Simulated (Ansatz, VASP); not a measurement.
## One calculation of Mo, two programs

INCAR

```
SYSTEM = Mo
PREC = Accurate
ENCUT = 520
EDIFF = 1E-6
ISMEAR = -1
SIGMA = 0.08
LREAL = .FALSE.
LASPH = .TRUE.
NELM = 80
ALGO = Normal
ISIF = 2
LWAVE = .FALSE.
LCHARG = .FALSE.
GGA = PE
NBANDS = 21
```

File KPOINTS:

```
Automatic mesh
0
G
  12 12 12
  0 0 0
```

POSCAR

```
Mo
1.0
    3.1607300697      0.0000000000      0.0000000000
    0.0000000000      3.1607300697      0.0000000000
    0.0000000000      0.0000000000      3.1607300697
Mo
2
Direct
    0.0000000000      0.0000000000      0.0000000000
    0.5000000000      0.5000000000      0.5000000000
```

Input for Ansatz:

```yaml
crystal:
  lattice:
    - [3.1607300697, 0.0, 0.0]
    - [0.0, 3.1607300697, 0.0]
    - [0.0, 0.0, 3.1607300697]
  atoms:
    - { symbol: Mo, position: [0.0, 0.0, 0.0] }
    - { symbol: Mo, position: [0.5, 0.5, 0.5] }
kpoints:
  mp_grid: { grid: [12, 12, 12] }
scf:
  occupations: { method: fermi_dirac, width: 0.08 }
hamiltonian:
  xc: pbe
  pseudopotentials: { kind: paw }
output:
  forces: true
  stress: true
  eigenvalues: true
```

Alike in both runs: task single point; functional PBE; k mesh 12 × 12 × 12; occupations fermi-dirac, width 0.08 eV; no spin polarisation.

```csv
,VASP,Ansatz
version,VASP 6.6.1,Ansatz 0.2.0
potentials or method,"VASP PAW PBE potentials, release 64 (Mo_sv)","PAW with Ansatz's default frozen-core files, scalar-relativistic"
plane-wave cutoff (eV),520,420
valence electrons in the cell,28,28
```

VASP gave:

```
pressure (GPa) : 0.7
```

What did Ansatz give for the same quantities?

Pressure (GPa): 0.1.
